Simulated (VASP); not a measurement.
Set up this calculation in VASP 6.6.1, as the native input.

```
Task                   : single point
Functional             : PBE
Potentials or basis    : VASP PAW PBE potentials, release 64 (Mg, Fe, C, N)
Cutoff                 : 520 eV
k mesh                 : 4 × 4 × 4
Occupations            : gaussian, width 0.1 eV
Spin                   : collinear spin, ferromagnetic start
Starting moments       : [0.0, 4.0, 0.0, 0.0, 0.0, 0.0, 0.0, 0.0, 0.0, 0.0, 0.0, 0.0, 0.0, 0.0] μB
Dipole correction      : no
Further INCAR settings : ALGO = Normal; EDIFF = 1e-06; NBANDS = 49
```

The structure of MgFeC6N6 lies in POSCAR:

```
MgFeC6N6
1.0
    0.0000000000      5.2386807207      5.2386807207
    5.2386807207      0.0000000000      5.2386807207
    5.2386807207      5.2386807207      0.0000000000
Mg Fe C N
1 1 6 6
Direct
    0.5000000000      0.5000000000      0.5000000000
    0.0000000000      0.0000000000      0.0000000000
    0.8172882421      0.1827117579      0.1827117579
    0.1827117579      0.8172882421      0.1827117579
    0.1827117579      0.1827117579      0.8172882421
    0.1827117579      0.8172882421      0.8172882421
    0.8172882421      0.1827117579      0.8172882421
    0.8172882421      0.8172882421      0.1827117579
    0.7060201298      0.2939798702      0.2939798702
    0.2939798702      0.7060201298      0.2939798702
    0.2939798702      0.2939798702      0.7060201298
    0.2939798702      0.7060201298      0.7060201298
    0.7060201298      0.2939798702      0.7060201298
    0.7060201298      0.7060201298      0.2939798702
```

One way to write it, as run:

INCAR

```
SYSTEM = MgFeC6N6
PREC = Accurate
ENCUT = 520
EDIFF = 1E-6
ISMEAR = 0
SIGMA = 0.1
LREAL = .False.
LASPH = .True.
NELM = 150
ALGO = Normal
ISIF = 2
LWAVE = .False.
LCHARG = .False.
ISPIN = 2
MAGMOM = 0 4 0 0 0 0 0 0 0 0 0 0 0 0
LORBIT = 11
LMAXMIX = 4
GGA = PE
NBANDS = 49
```

KPOINTS

```
Automatic mesh
0
Gamma
  4 4 4
  0 0 0
```

Potentials or basis: VASP PAW PBE potentials, release 64 (Mg, Fe, C, N).

Run with:

```bash
$ cat potpaw_PBE.64/Mg/POTCAR potpaw_PBE.64/Fe/POTCAR potpaw_PBE.64/C/POTCAR potpaw_PBE.64/N/POTCAR > POTCAR
$ mpirun -np 1 vasp_std > vasp.out
```

It gave:

| Item | Value |
| --- | --- |
| Pressure | 0.6 GPa |
| Largest force | 0.416 eV/Å |
| Band gap on the k mesh | zero (filled and empty bands overlap) |
| Net moment | 2.00 μB per cell |
| Site moments | Mg -0.00; Fe +1.64; C -0.03; N +0.07 μB |
| Valence electrons inside the program's atomic spheres | Mg 0.33; Fe 7.79; C 2.60; N 3.87 |

Caveat: a cell with one magnetic atom can't hold antiferromagnetic order, which such compounds often take.

It took 13 min on 1 thread of Intel Xeon 8259CL, on a shared host, peak memory 0.67 GiB.
